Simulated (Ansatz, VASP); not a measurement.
## One calculation of SrTiO3, two programs

```
Sr Ti O
1.0
     3.91270    0.00000    0.00000
     0.00000    3.91270    0.00000
     0.00000    0.00000    3.91270
Sr Ti O
1 1 3
Direct
  0.00000 0.00000 0.00000
  0.50000 0.50000 0.50000
  0.50000 0.00000 0.50000
  0.50000 0.50000 0.00000
  0.00000 0.50000 0.50000
```

Alike in both runs: task relaxation of cell and atoms; functional PBEsol; k mesh 8 × 8 × 8; occupations gaussian, width 0.02 eV; no spin polarisation.

|  | VASP | Ansatz |
| --- | --- | --- |
| version | VASP 6.6.1 | Ansatz 0.2.0 |
| potentials or method | VASP PAW PBE potentials, release 64 (Sr_sv, Ti_sv, O), cutoff 600 eV | scalar-relativistic, plane waves, PAW |
| valence electrons in the cell | 40 | 40 |

Ansatz gave:

| Property | Result |
| --- | --- |
| gap on the k mesh at the Fermi level, each at its own relaxed structure (eV) | 1.85 |
| relaxed volume (Å³/atom) | 11.78 |
| relaxed cell length with the largest relative difference (Å) | 3.891 |

Q: What did VASP give for the same quantities?

A: gap on the k mesh at the Fermi level, each at its own relaxed structure (eV): 1.82; relaxed volume (Å³/atom): 11.82; relaxed cell length with the largest relative difference (Å): 3.895.

VASP's potentials were made for PBE, not for PBEsol.
